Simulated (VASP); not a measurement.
Gd, 2 atoms in the cell. It takes space group P6_3/mmc (No. 194, hexagonal). The conventional cell has a = 3.604 Å, b = 3.604 Å, c = 5.769 Å, α = 90.00°, β = 90.00°, γ = 120.00°. Within 4.7 Å of Gd (site symmetry -6m2) lie 12 Gd at 3.56 to 3.60 Å. 

```yaml
Program: VASP 6.6.1
Task: relaxation of shape and atoms at fixed volume
Functional: PBE
Potentials_or_basis: VASP PAW PBE potentials, release 64 (Gd)
Cutoff: 600 eV
k_mesh: 14 × 14 × 8
Occupations: gaussian, width 0.05 eV
Spin: collinear spin, ferromagnetic start
Starting_moments: "[8.24, 8.24] μB"
Hubbard_terms: Gd f U = 6.0 eV
Dipole_correction: no
Further_INCAR_settings: ALGO = Normal; EDIFF = 1e-07; IBRION = 2; EDIFFG = -0.01; NSW = 60; ISIF = 4
```

Potentials or basis: VASP PAW PBE potentials, release 64 (Gd).

Launch:

```sh
$ cat potpaw_PBE.64/Gd/POTCAR > POTCAR
$ mpirun -np 4 vasp_std > vasp.out
```

Hardware: 4 MPI ranks on AMD EPYC 9R45 96-Core Processor (Zen 5) (shared host).

**Question.** Estimate the wall time of this run.

**Answer.** It took 2.3 min on 4 MPI ranks on AMD EPYC 9R45 96-Core Processor (Zen 5), with other jobs on the host, peak memory 0.53 GiB a rank. Counts: scf iterations 22, k points 120, ion steps 1.
